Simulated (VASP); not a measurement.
A run of VASP 6.6.1 is set up as follows.

File INCAR:

```
PREC = Accurate
ENCUT = 520
EDIFF = 1E-7
ISMEAR = -1
SIGMA = 0.08
LREAL = F
LASPH = T
NELM = 80
ALGO = Normal
ISIF = 2
LWAVE = F
LCHARG = F
GGA = PE
NBANDS = 16
```

Contents of KPOINTS:

```
regular mesh
0
Gamma
  14 14 14
```

Contents of POSCAR:

```
ZnS
1.0
    0.0000000000      2.2870942076      2.2870942076
    2.2870942076      0.0000000000      2.2870942076
    2.2870942076      2.2870942076      0.0000000000
Zn S
1 1
Direct
    0.0000000000      0.0000000000      0.0000000000
    0.5000000000      0.5000000000      0.5000000000
```

Potentials or basis: VASP PAW PBE potentials, release 64 (Zn, S).

Run with:

```sh
$ cat potpaw_PBE.64/Zn/POTCAR potpaw_PBE.64/S/POTCAR > POTCAR
$ mpirun -np 1 vasp_std > vasp.out
```

Problem. Estimate the pressure.

Solution. 59.7 GPa.

Problem. What does it give for the band gap on the k mesh?

Solution. Zero (band 9 reaches 7.97 eV, above the bottom of band 10 at 7.53 eV).
